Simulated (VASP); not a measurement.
# BeS (Fm-3m) in VASP: single point with HSE06

Aim: the single point of BeS with HSE06.

Everything below comes from runs of VASP 6.6.1. Logs are shortened: lines on timing, memory, paths and dates and some standing lists are left out, and cuts for length are marked.

### 1 The cell of the first run

It takes space group Fm-3m (No. 225, cubic). The conventional cell has a = 4.551 Å, b = 4.551 Å, c = 4.551 Å, α = 90.00°, β = 90.00°, γ = 90.00°. Within 3.0 Å of Be (site symmetry m-3m) lie 6 S at 2.28 Å. Within 3.0 Å of S (site symmetry m-3m) lie 6 Be at 2.28 Å.

### 2 Single point, HSE06 (strain -1.8%)

The input, POSCAR:

```
BeS
1.0
    0.0000000000      2.2753541177      2.2753541177
    2.2753541177      0.0000000000      2.2753541177
    2.2753541177      2.2753541177      0.0000000000
Be S
1 1
Direct
    0.0000000000      0.0000000000      0.0000000000
    0.5000000000      0.5000000000      0.5000000000
```

The input, INCAR.step1:

```
SYSTEM = BeS
PREC = Accurate
ENCUT = 520
EDIFF = 1E-5
ISMEAR = 0
SIGMA = 0.01
LREAL = .False.
LASPH = .True.
NELM = 60
ALGO = Normal
ISIF = 2
LWAVE = .True.
LCHARG = .False.
NBANDS = 11
GGA = PE
```

The input, INCAR.step2:

```
SYSTEM = BeS
PREC = Accurate
ENCUT = 520
EDIFF = 1E-7
ISMEAR = 0
SIGMA = 0.01
LREAL = .False.
LASPH = .True.
NELM = 60
ALGO = Normal
ISIF = 2
LWAVE = .False.
LCHARG = .False.
GGA = PE
LHFCALC = .True.
HFSCREEN = 0.2079
PRECFOCK = Normal
NBANDS = 11
ISTART = 1
```

The input, KPOINTS:

```
regular mesh
0
Gamma
  6 6 6
  0 0 0
```

Potentials or basis: VASP PAW PBE potentials, release 64 (Be, S).

Started as:

```sh
> cat potpaw_PBE.64/Be/POTCAR potpaw_PBE.64/S/POTCAR > POTCAR
> cp INCAR.step1 INCAR
> mpirun -np 1 vasp_std > vasp.out
> cp INCAR.step2 INCAR
> mpirun -np 1 vasp_std > vasp.out
```

OUTCAR:

```text
SYSTEM = BeS
   PREC = Accurate
   ENCUT = 520
   EDIFF = 1E-7
   ISMEAR = 0
   LREAL = .False.
   LASPH = .True.
   NELM = 60
   ISIF = 2
   GGA = PE
   LHFCALC = .True.
   HFSCREEN = 0.2079
   PRECFOCK = Normal
   ISTART = 1

 ion  position               nearest neighbor table
   1  0.000  0.000  0.000-   2 2.28   2 2.28   2 2.28   2 2.28   2 2.28   2 2.28
   2  0.500  0.500  0.500-   1 2.28   1 2.28   1 2.28   1 2.28   1 2.28   1 2.28

  LATTYP: Found a face centered cubic cell.
 ALAT       =     4.5507082354

  Lattice vectors:

 A1 = (   0.0000000000,   2.2753541177,   2.2753541177)
 A2 = (   2.2753541177,   0.0000000000,   2.2753541177)
 A3 = (   2.2753541177,   2.2753541177,   0.0000000000)

Analysis of symmetry for initial positions (statically):
=====================================================================
 Subroutine PRICEL returns:
 Original cell was already a primitive cell.

 Routine SETGRP: Setting up the symmetry group for a
 face centered cubic supercell.

 Subroutine GETGRP returns: Found 48 space group operations
 (whereof 48 operations were pure point group operations)
 out of a pool of 48 trial point group operations.

The static configuration has the point symmetry O_h .

Analysis of symmetry for dynamics (positions and initial velocities):
=====================================================================
 Subroutine PRICEL returns:
 Original cell was already a primitive cell.

 Routine SETGRP: Setting up the symmetry group for a
 face centered cubic supercell.

 Subroutine GETGRP returns: Found 48 space group operations
 (whereof 48 operations were pure point group operations)
 out of a pool of 48 trial point group operations.

The dynamic configuration has the point symmetry O_h .

 Subroutine INISYM returns: Found 48 space group operations
 (whereof 48 operations are pure point group operations),
 and found     1 'primitive' translations

----------------------------------------------------------------------------------------

                                     Primitive cell

  volume of cell :      23.5601

  direct lattice vectors                    reciprocal lattice vectors
     0.000000000  2.275354118  2.275354118    -0.219746015  0.219746015  0.219746015
     2.275354118  0.000000000  2.275354118     0.219746015 -0.219746015  0.219746015
     2.275354118  2.275354118  0.000000000     0.219746015  0.219746015 -0.219746015

  length of vectors
     3.217836652  3.217836652  3.217836652     0.380611263  0.380611263  0.380611263
[... 88 lines left out ...]
   EFERMI_NEDOS =   21; number of points for ismear=-14 and -15
   IALGO  =     38    algorithm
   IMIX   =      1    mixing-type and parameters
     AMIX     =   0.40;   BMIX     =  1.00
     AMIX_MAG =   1.60;   BMIX_MAG =  1.00
  volume/ion in A,a.u.               =      11.78        79.50
  Fermi-wavevector in a.u.,A,eV,Ry     =   1.142122  2.158298 17.748020  1.304443
  Thomas-Fermi vector in A             =   2.278821
   LORBIT       =      0    0 simple, 1 ext, 2 COOP (PROOUT), +10 PAW based schemes
   GGA     = PE    functional components
   LHFCALC =     T    Hartree Fock is set to
   PRECFOCK=normal    Normal, Fast or Accurate (Low or Medium for compatibility)
   ENCUT4O =  -1.0   cutoff for four orbital integrals eV
   NKREDX  =     1    reduce k-point grid by
   NKREDY  =     1    reduce k-point grid by
   NKREDZ  =     1    reduce k-point grid by
   AEXX    =    0.2500 exact exchange contribution
   HFSCREEN=    0.2079 screening length (either q_TF or 0.3 A-1)
   HFSCREENC=   0.2079 screening length for correlation (either q_TF or 0.3 A-1)
   ENCUTFOCK=  -1.0 apply spherical cutoff to Coloumb kernel
   IVDW    =     0    specifies the selected vdW correction
   LEPSILON=     F    determine dielectric tensor
   LRPA    =     F    only Hartree local field effects (RPA)
 non-spin polarized calculation
 Gauss-broadening in eV      SIGMA  =   0.01
  energy-cutoff  :      520.00
  volume of cell :       23.56
 maximum number of plane-waves:       650
  NGX = 18; NGY = 18; NGZ = 18

 number of electron       8.0000001 magnetization

 Free energy of the ion-electron system (eV)
  ---------------------------------------------------
  ext. energy  EPLUGINS =         0.00000000
  ---------------------------------------------------
  free energy    TOTEN  =       -10.15775734 eV

  energy without entropy =      -10.15775734  energy(sigma->0) =      -10.15775734

 E-fermi :   6.8118     XC(G=0):  -8.9455

 val. band max:        6.7649190951   @ k =  -0.1667   0.1667   0.0000
 cond. band min:       8.5401451400   @ k =   0.5000   0.5000   0.0000
 fundamental gap:      1.7752260448
 Fermi energy:         6.8118389868

 k-point     1 :       0.0000    0.0000    0.0000
  band No.  band energies     occupation
      1     -10.4003      2.00000
      2       6.4228      2.00000
      3       6.4228      2.00000
      4       6.4228      2.00000
      5      13.8915      0.00000
      6      16.6421      0.00000
      7      16.6421      0.00000
      8      16.6421      0.00000
      9      18.1129      0.00000
     10      18.1129      0.00000
     11      18.1129      0.00000
[... 197 lines left out ...]
 k-point    16 :      -0.3333    0.5000    0.1667
  band No.  band energies     occupation
      1      -6.3942      2.00000
      2      -0.4387      2.00000
      3       1.5041      2.00000
      4       2.4088      2.00000
      5      10.9155      0.00000
      6      14.6442      0.00000
      7      15.9491      0.00000
      8      20.1546      0.00000
      9      21.3524      0.00000
     10      23.4869      0.00000
     11      26.9700      0.00000

------------------------ aborting loop because EDIFF is reached ----------------------------------------

  FORCE on cell =-STRESS in cart. coord.  units (eV):
  Direction    XX          YY          ZZ          XY          YZ          ZX
  --------------------------------------------------------------------------------------
  -------------------------------------------------------------------------------------
  Total        0.6792448      0.6792448      0.6792448      0.0000000      0.0000000     -0.0000000
  in kB       46.1912750     46.1912750     46.1912750      0.0000000      0.0000000     -0.0000000
  external PRESSURE =      46.1912750 kB  Pullay stress =       0.0000000 kB

 VOLUME and BASIS-vectors are now :
 -----------------------------------------------------------------------------
  energy-cutoff  :      520.00
  volume of cell :       23.56
      direct lattice vectors                 reciprocal lattice vectors
     0.000000000  2.275354118  2.275354118    -0.219746015  0.219746015  0.219746015
     2.275354118  0.000000000  2.275354118     0.219746015 -0.219746015  0.219746015
     2.275354118  2.275354118  0.000000000     0.219746015  0.219746015 -0.219746015

 POSITION                                       TOTAL-FORCE (eV/Angst)
 -----------------------------------------------------------------------------------
      0.00000      0.00000      0.00000        -0.000000      0.000000     -0.000000
      2.27535      2.27535      2.27535         0.000000     -0.000000      0.000000
 -----------------------------------------------------------------------------------
    total drift:                               -0.000000     -0.000000     -0.000000

  FREE ENERGIE OF THE ION-ELECTRON SYSTEM (eV)
  ---------------------------------------------------
  free  energy   TOTEN  =       -10.1577573423 eV

  energy  without entropy=      -10.1577573423  energy(sigma->0) =      -10.15775734
```

Wall time 6.8 min (1 thread of AMD EPYC 7R43 (Zen 3), shared host); peak memory 0.2 GiB.

Results:

```yaml
Free_energy: -10.1578 eV
Pressure: 4.6 GPa
Band_gap_on_the_k_mesh: 1.78 eV (least direct gap 5.43 eV)
```

Caveat: the cell differs from its parent crystal (strain -1.8%); the cell stands under pressure; the PAW data sets were made with another functional, which shifts forces and pressure a little.
